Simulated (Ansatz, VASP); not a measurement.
One calculation of MgO, two programs

INCAR

```
SYSTEM = MgO
  ALGO = Normal
  EDIFF = 1E-6
  ENCUT = 600
  GGA = PE
  GGA_COMPAT = .FALSE.
  ISIF = 2
  ISMEAR = 0
  LASPH = .TRUE.
  LCHARG = .FALSE.
  LREAL = .FALSE.
  LWAVE = .FALSE.
  NBANDS = 11
  NELM = 120
  PREC = Accurate
  SIGMA = 0.1
```

The input KPOINTS:

```
k-points
0
G
  8 8 8
  0 0 0
```

Contents of POSCAR:

```
MgO
1.0
    0.0000000000      2.1050000000      2.1050000000
    2.1050000000      0.0000000000      2.1050000000
    2.1050000000      2.1050000000      0.0000000000
Mg O
1 1
Direct
    0.0000000000      0.0000000000      0.0000000000
    0.5000000000      0.5000000000      0.5000000000
```

Input for Ansatz:

```yaml
crystal:
  lattice:
    - [0.0, 2.105, 2.105]
    - [2.105, 0.0, 2.105]
    - [2.105, 2.105, 0.0]
  atoms:
    - { symbol: Mg, position: [0.0, 0.0, 0.0] }
    - { symbol: O, position: [0.5, 0.5, 0.5] }
basis:
  ecutwfc: 420
kpoints:
  mp_grid: { grid: [8, 8, 8] }
hamiltonian:
  xc: pbe
  pseudopotentials: { kind: paw }
scf:
  occupations: { method: gaussian, width: 0.1 }
output:
  forces: true
  stress: true
  eigenvalues: true
```

Alike in both runs: task single point; functional PBE; k mesh 8 × 8 × 8; occupations gaussian, width 0.1 eV; no spin polarisation.

|  | VASP | Ansatz |
| --- | --- | --- |
| version | VASP 6.6.1 | Ansatz 0.2.0 |
| potentials or method | VASP PAW PBE potentials, release 64 (Mg, O), cutoff 600 eV | scalar-relativistic, plane waves, PAW |
| valence electrons in the cell | 8 | 16 |

Ansatz gave:

- gap on the k mesh at the Fermi level (eV): 4.76
- least direct gap on the mesh (eV): 4.76
- pressure (GPa): 4.9

**Question.** Which values does VASP return?

**Answer.** gap on the k mesh at the Fermi level (eV): 4.74; least direct gap on the mesh (eV): 4.74; pressure (GPa): 3.9.

With one functional, cell and mesh, what is left measures potentials, basis and numerics. VASP's potentials hold 8 valence electrons a cell and Ansatz's 16, so a difference there can come from the potentials and not from the codes.
